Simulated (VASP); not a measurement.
KF:

```
K F
1.0
     0.00000    2.65896    2.65896
     2.65896    0.00000    2.65896
     2.65896    2.65896    0.00000
K F
1 1
Direct
  0.00000 0.00000 0.00000
  0.50000 0.50000 0.50000
```

Program: VASP 6.6.1. Alike in all runs: task single point; no spin polarisation; cell as given; k mesh 4 × 4 × 4; cutoff (eV) 520; smearing gaussian 0.01 eV.

Q: Order these runs on this cell by their band gap on the k mesh, lowest first.
A. level PBE; potentials or basis VASP PAW PBE potentials, release 64 (K_sv, F)
B. level LDA; potentials or basis VASP PAW LDA potentials, release 64 (K_sv, F)
C. level r2SCAN; potentials or basis VASP PAW PBE potentials, release 64 (K_sv, F)
D. level HSE06; potentials or basis VASP PAW PBE potentials, release 64 (K_sv, F); grid for exact exchange (PRECFOCK) Normal; share of exact exchange 0.25; screening parameter 0.2079 1/Å

A: B (5.87 eV), A (6.24 eV), C (6.91 eV), D (8.24 eV).

Caveats: all runs use coarse meshes.
